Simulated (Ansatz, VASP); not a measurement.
Two plane-wave programs on Al3O2

```xyz
5
Lattice="3.9950 0.0000 0.0000 -1.9975 3.4598 0.0000 0.0000 0.0000 6.2689" Properties=species:S:1:pos:R:3 pbc="T T T"
Al    0.0000    2.3065    0.9118
Al    0.0000    0.0000    3.1345
Al    1.9975    1.1533    5.3572
O     1.9975    1.1533    1.5789
O     0.0000    2.3065    4.6900
```

Change from the starting cell: species swapped into the Pm2O3 type (P-3m1, No. 164).

Alike in both runs: task relaxation of cell and atoms; functional PBE; k mesh 6 × 6 × 4; occupations gaussian, width 0.1 eV; no spin polarisation.

```csv
,VASP,Ansatz
version,VASP 6.6.1,Ansatz 0.2.0
potentials or method,"VASP PAW PBE potentials, release 64 (Al, O), cutoff 600 eV","scalar-relativistic, plane waves, PAW"
valence electrons in the cell,21,21
```

Ansatz gave:

* gap on the k mesh at the Fermi level, each at its own relaxed structure (eV): none
* relaxed volume (Å³/atom): 13.46
* relaxed length of the cell vector where the two differ most in proportion (Å): 9.063

**Question.** Which values does VASP return?

**Answer.** gap on the k mesh at the Fermi level, each at its own relaxed structure (eV): none; relaxed volume (Å³/atom): 12.63; relaxed length of the cell vector where the two differ most in proportion (Å): 8.446.

A gap of «none» marks a metal or a gap that the smearing closes. One of these differences is far larger than is usual between the two programs; its cause wasn't traced.

Noted on VASP's run: the volume moved by over 15 % at a fixed basis, so the end points are rough.
